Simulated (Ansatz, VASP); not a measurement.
**In2Sb: VASP beside Ansatz**

The input INCAR:

```
PREC = Accurate
ENCUT = 520
EDIFF = 1E-6
ISMEAR = 0
SIGMA = 0.15
LREAL = F
LASPH = T
NELM = 100
ALGO = Fast
ISIF = 2
LWAVE = F
LCHARG = F
GGA = PS
NBANDS = 40
```

File KPOINTS:

```
Automatic mesh
0
Gamma
  12 12 8
```

POSCAR

```
In2Sb
1.0
    5.3333334348      0.0000000000      0.0000000000
   -2.6666667174      4.6188022414      0.0000000000
    0.0000000000      0.0000000000      6.3928489808
In Sb
4 2
Direct
    0.6666666667      0.3333333333      0.2483108044
    0.3333333333      0.6666666667      0.7483108044
    0.0000000000      0.0000000000      0.5234637171
    0.0000000000      0.0000000000      0.0234637171
    0.6666666667      0.3333333333      0.7294669266
    0.3333333333      0.6666666667      0.2294669266
```

Input for Ansatz:

```yaml
crystal:
  lattice:
    - [5.3333334348, 0.0, 0.0]
    - [-2.6666667174, 4.6188022414, 0.0]
    - [0.0, 0.0, 6.3928489808]
  atoms:
    - { symbol: In, position: [0.6666666667, 0.3333333333, 0.2483108044] }
    - { symbol: In, position: [0.3333333333, 0.6666666667, 0.7483108044] }
    - { symbol: In, position: [0.0, 0.0, 0.5234637171] }
    - { symbol: In, position: [0.0, 0.0, 0.0234637171] }
    - { symbol: Sb, position: [0.6666666667, 0.3333333333, 0.7294669266] }
    - { symbol: Sb, position: [0.3333333333, 0.6666666667, 0.2294669266] }
basis:
  ecutwfc: 420
kpoints:
  mp_grid: { grid: [12, 12, 8] }
hamiltonian:
  xc: pbesol
scf:
  occupations: { method: gaussian, width: 0.15 }
output:
  forces: true
  stress: true
  eigenvalues: true
```

Change from the starting cell: mode 4 (19.0 1/cm) frozen in, largest displacement +0.150 Å.

Alike in both runs: task single point; functional PBEsol; k mesh 12 × 12 × 8; occupations gaussian, width 0.15 eV; no spin polarisation.

|  | VASP | Ansatz |
| --- | --- | --- |
| version | VASP 6.6.1 | Ansatz 0.2.0 |
| potentials or method | VASP PAW PBE potentials, release 64 (In_d, Sb), cutoff 520 eV | scalar-relativistic, plane waves, PAW |
| valence electrons in the cell | 62 | 82 |

```tsv
	VASP	Ansatz	Ansatz less VASP
gap on the k mesh at the Fermi level (eV)	none	none	-
pressure (GPa)	0.2	0.2	0.00
traceless stress, the component that is largest in VASP (GPa)	-0.26	-0.26	+0.004
rms of the force components (eV/Å)	0.022	0.020	-0.0016
```

VASP's potentials were made for PBE, not for PBEsol. Atom by atom the forces differ by 0.002 eV/Å (rms over components). A gap of «none» marks a metal or a gap that the smearing closes. VASP's potentials hold 62 valence electrons a cell and Ansatz's 82, so a difference there can come from the potentials and not from the codes.

Neither program's run includes spin-orbit coupling.
